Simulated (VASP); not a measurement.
# HfO2: single point with PBE

The system is HfO2.

```
CELL_PARAMETERS angstrom
3.63917 0.00000 0.00000
0.00000 3.63917 0.00000
0.00000 0.00000 5.28983
ATOMIC_POSITIONS crystal
Hf 0.50000 0.50000 0.50000
Hf 0.00000 0.00000 0.00000
O 0.00000 0.50000 0.69721
O 0.50000 0.00000 0.80279
O 0.50000 0.00000 0.30279
O 0.00000 0.50000 0.19721
```

- Program: VASP 6.6.1
- Task: single point
- Functional: PBE
- Potentials or basis: VASP PAW PBE potentials, release 64 (Hf_pv, O)
- Cutoff: 520 eV
- k mesh: 6 × 6 × 4
- Occupations: gaussian, width 0.01 eV
- Spin: no spin polarisation

```json
{
  "Pressure": "-9.5 GPa",
  "Largest force": "0.260 eV/Å",
  "Band gap on the k mesh": "4.48 eV, indirect (least direct gap 4.55 eV)"
}
```

Forces in eV/Å, atoms in the order of the input:
```
Hf   0.000  0.000  0.000
Hf   0.000  0.000  0.000
O    0.000  0.000 -0.260
O    0.000  0.000  0.260
O    0.000  0.000  0.260
O    0.000  0.000 -0.260
```

Stress tensor (GPa, compression positive):
```
-9.92  0.00  0.00
 0.00 -9.92  0.00
 0.00  0.00 -8.57
```

Levels at points of the mesh, in eV from the valence-band top:
```
           k point  band 19  band 20  band 21  band 22  band 23  band 24  band 25  band 26
(0.00, 0.00, 0.00)    -0.65    -0.15    -0.07    -0.07     4.48     4.51     5.57     5.80
(0.50, 0.00, 0.00)    -1.39    -1.39    -0.17    -0.17     4.86     4.86     5.77     5.77
(0.50, 0.50, 0.00)    -0.75    -0.75    -0.56    -0.56     5.45     5.45     5.75     5.75
(0.00, 0.00, 0.50)    -0.71    -0.71     0.00     0.00     5.09     5.09     5.33     5.33
(0.50, 0.00, 0.50)    -1.36    -1.36    -0.93    -0.93     4.98     4.98     5.32     5.32
(0.50, 0.50, 0.50)    -1.36    -1.36    -0.07    -0.07     5.60     5.60     5.94     5.94
```

It took 75 s on 1 thread of Intel Xeon 8259CL (shared host), peak memory 0.21 GiB.

Caveat: spin-orbit coupling is left out, which moves the levels of the heavy elements. A k mesh can miss the band edges.
